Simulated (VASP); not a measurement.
Wanted: the native input for a VASP 6.6.1 run.

| Quantity | Value |
| --- | --- |
| Task | relaxation of cell and atoms |
| Functional | PBE |
| Potentials or basis | VASP PAW PBE potentials, release 64 (Sc_sv) |
| Cutoff | 600 eV |
| k mesh | 14 × 14 × 14 |
| Occupations | fermi-dirac, width 0.08 eV |
| Spin | no spin polarisation |
| Dipole correction | no |
| Further INCAR settings | ALGO = Normal; EDIFF = 1e-06; IBRION = 2; EDIFFG = -0.005; NSW = 60; ISIF = 3 |

The structure of Sc lies in POSCAR:

```
Sc
1.0
   -2.8504469672      2.8504469672      1.5677458320
    2.8504469672     -2.8504469672      1.5677458320
    2.8504469672      2.8504469672     -1.5677458320
Sc
2
Direct
   -0.3750000000     -0.1250000000     -0.2500000000
    0.3750000000      0.1250000000      0.2500000000
```

One way to write it, as run:

INCAR

```
SYSTEM = Sc
ALGO = Normal
EDIFF = 1E-6
EDIFFG = -0.005
ENCUT = 600
GGA = PE
IBRION = 2
ISIF = 3
ISMEAR = -1
LASPH = .True.
LCHARG = .False.
LREAL = .False.
LWAVE = .False.
NELM = 80
NSW = 60
PREC = Accurate
SIGMA = 0.08
```

KPOINTS

```
k-points
0
Gamma
  14 14 14
  0 0 0
```

Potentials or basis: VASP PAW PBE potentials, release 64 (Sc_sv).

Run with:

```sh
$ cat potpaw_PBE.64/Sc_sv/POTCAR > POTCAR
$ mpirun -np 1 vasp_std > vasp.out
```

Results of the run:

```json
{
  "Relaxed volume": "24.81 Å³/atom",
  "Relaxed cell": "a = 4.286 Å, b = 4.286 Å, c = 4.286 Å, α = 97.57°, β = 97.57°, γ = 137.44°",
  "Space group after relaxing (to 0.1 Å)": "I4_1/amd (No. 141)",
  "Energy gained by relaxing": "2.4 meV/atom",
  "Ionic steps": "8",
  "Pressure after relaxing": "0.0 GPa",
  "Band gap on the k mesh": "zero (bands 11 and 12 overlap by 0.88 eV)"
}
```

Run time: 21 min on 1 thread of Intel Xeon 8259CL (shared host), peak memory 0.36 GiB.
